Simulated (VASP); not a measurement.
Here is a VASP 6.6.1 calculation.

The input INCAR:

```
SYSTEM = Si24HO47
ALGO = Normal ; EDIFF = 1E-6
ENCUT = 520 ; GGA = PS
ISIF = 2 ; ISMEAR = -1
ISYM = 0 ; LASPH = .TRUE.
LCHARG = .TRUE. ; LELF = .TRUE.
LREAL = Auto ; LVHAR = .TRUE.
LWAVE = .FALSE. ; NBANDS = 232
NELECT = 378.0 ; NELM = 80
PREC = Accurate ; SIGMA = 0.05
```

File KPOINTS:

```
Automatic mesh
0
Gamma
  1 1 1
  0.25 0.25 0.25
```

POSCAR

```
Si24HO47
1.0
    9.9016390000      0.0000000000      0.0000000000
   -4.9508190000      8.5750710000      0.0000000000
    0.0000000000      0.0000000000     10.8858800000
Si O H
24 47 1
Direct
    0.2299310000      0.9972740000      0.1672530000
    0.2409680000      0.9940320000      0.6692920000
    0.2373750000      0.4997800000      0.1675010000
    0.2367280000      0.4978810000      0.6707300000
    0.7339080000      0.9973430000      0.1665050000
    0.7352740000      0.9976230000      0.6697080000
    0.7378160000      0.5038590000      0.1690920000
    0.7390310000      0.5029620000      0.6726610000
    0.9948300000      0.2348720000      0.3304740000
    0.9993620000      0.2320880000      0.8359500000
    0.0002950000      0.7345110000      0.3366810000
    0.0037040000      0.7380550000      0.8375560000
    0.4996710000      0.2328380000      0.3284530000
    0.5025340000      0.2357030000      0.8357910000
    0.5020380000      0.7309240000      0.3340860000
    0.5016680000      0.7347220000      0.8360730000
    0.2653870000      0.2642840000      0.0006460000
    0.2528800000      0.2609100000      0.5033810000
    0.2697050000      0.7670880000      0.0036770000
    0.2665520000      0.7595720000      0.5004300000
    0.7658890000      0.2641850000      0.0028820000
    0.7650530000      0.2672930000      0.5083230000
    0.7668060000      0.7661300000      0.0002670000
    0.7667900000      0.7648100000      0.5025480000
    0.2059050000      0.1334260000      0.1089400000
    0.2182980000      0.1284810000      0.6007360000
    0.2108480000      0.6356230000      0.1106660000
    0.2045740000      0.6250350000      0.6051960000
    0.7054640000      0.1334420000      0.1113340000
    0.7088480000      0.1338580000      0.6120840000
    0.7089110000      0.6360300000      0.1091230000
    0.7082060000      0.6333700000      0.6099060000
    0.3569010000      0.0736080000      0.2810760000
    0.3696420000      0.0728000000      0.7765510000
    0.3683720000      0.5672540000      0.2756910000
    0.3657070000      0.5718470000      0.7782730000
    0.8666860000      0.0699790000      0.2730660000
    0.8657740000      0.0693010000      0.7774620000
    0.8644250000      0.5714030000      0.2792060000
    0.8677450000      0.5749190000      0.7811530000
    0.4282640000      0.2927700000      0.9427840000
    0.4285130000      0.7885680000      0.4411100000
    0.4315230000      0.7953890000      0.9438350000
    0.9173300000      0.2907920000      0.4354090000
    0.9282400000      0.2933560000      0.9427790000
    0.9304160000      0.7953560000      0.4442240000
    0.9316690000      0.7983120000      0.9438820000
    0.1304240000      0.2082040000      0.3936300000
    0.1340960000      0.2041970000      0.8937250000
    0.1356990000      0.7071140000      0.3934670000
    0.1383690000      0.7109670000      0.8966020000
    0.6178220000      0.2107230000      0.4122770000
    0.6359280000      0.2071960000      0.8951280000
    0.6355970000      0.7025680000      0.3945210000
    0.6354330000      0.7044520000      0.8930830000
    0.0730970000      0.3670480000      0.2257100000
    0.0739270000      0.3595940000      0.7251590000
    0.0695080000      0.8634090000      0.2270590000
    0.0758220000      0.8663730000      0.7274820000
    0.5710230000      0.3715540000      0.2312400000
    0.5746890000      0.3658500000      0.7271960000
    0.5732680000      0.8629470000      0.2272220000
    0.5720900000      0.8636360000      0.7270600000
    0.2942350000      0.4264910000      0.0598080000
    0.3019310000      0.4258550000      0.5639010000
    0.2991190000      0.9292060000      0.0655170000
    0.3003860000      0.9213850000      0.5639170000
    0.7916230000      0.4245040000      0.0648450000
    0.8018080000      0.4316620000      0.5667820000
    0.7927950000      0.9282020000      0.0575780000
    0.7941760000      0.9272610000      0.5607290000
    0.4125040000      0.2929580000      0.4308830000
```

Potentials or basis: VASP PAW PBE potentials, release 64 (Si, O, H).

Command:

```console
$ cat potpaw_PBE.64/Si/POTCAR potpaw_PBE.64/O/POTCAR potpaw_PBE.64/H/POTCAR > POTCAR
$ mpirun -np 1 vasp_std > vasp.out
```

**Question.** Estimate the largest force.

**Answer.** 0.095 eV/Å.

Forces in eV/Å, atoms in the order of the input:
```
Si  -0.006  0.002  0.017
Si  -0.024  0.008  0.002
Si  -0.021  0.001 -0.011
Si  -0.006 -0.013  0.006
Si  -0.018 -0.004 -0.016
Si  -0.025 -0.002  0.009
Si  -0.035 -0.019  0.009
Si  -0.009 -0.005  0.015
Si   0.020 -0.016  0.007
Si   0.003 -0.015  0.013
Si   0.006 -0.020 -0.017
Si   0.007 -0.013  0.013
Si  -0.052 -0.019  0.041
Si   0.007 -0.016  0.008
Si   0.008 -0.008 -0.010
Si   0.006 -0.016  0.014
Si   0.014  0.009  0.003
Si   0.083 -0.001 -0.045
Si   0.000  0.017  0.000
Si   0.000  0.009 -0.004
Si   0.014  0.018  0.004
Si  -0.011  0.003 -0.017
Si   0.009  0.012  0.005
Si   0.012  0.014  0.000
O   -0.020  0.021  0.002
O    0.016 -0.027  0.023
O   -0.019  0.006  0.009
O   -0.027  0.015  0.002
O   -0.023  0.008  0.017
O   -0.015  0.001  0.012
O   -0.020  0.017  0.001
O   -0.024  0.014 -0.003
O   -0.018 -0.044 -0.006
O    0.006 -0.011  0.009
O    0.008 -0.019  0.014
O    0.007 -0.017  0.012
O    0.009 -0.022  0.012
O    0.004 -0.021  0.009
O    0.012 -0.011  0.026
O    0.002 -0.020  0.011
O    0.015  0.005  0.010
O    0.015  0.013  0.010
O    0.021  0.010  0.005
O    0.012  0.014  0.009
O    0.017  0.007  0.008
O    0.008  0.011  0.021
O    0.020  0.011  0.008
O   -0.020 -0.023 -0.042
O    0.020 -0.010 -0.010
O    0.025 -0.004 -0.004
O    0.017 -0.011 -0.015
O    0.050 -0.006  0.038
O    0.015 -0.006 -0.012
O    0.026 -0.015 -0.006
O    0.018 -0.015 -0.014
O   -0.012  0.003 -0.011
O   -0.016  0.000 -0.020
O   -0.024 -0.021 -0.003
O   -0.021  0.004 -0.019
O   -0.007  0.041 -0.032
O   -0.016 -0.001 -0.019
O   -0.022 -0.009  0.001
O   -0.017 -0.002 -0.020
O   -0.002  0.016 -0.012
O   -0.009  0.064  0.015
O    0.004  0.014 -0.011
O    0.005  0.010 -0.020
O    0.000  0.008 -0.011
O    0.002  0.031 -0.008
O   -0.005  0.017 -0.010
O   -0.001  0.014 -0.018
H    0.004  0.006  0.000
```

Caveat: the cell carries a net charge on a neutralising background, which shifts energy and pressure; the PAW data sets were made with another functional, which shifts forces and pressure a little.
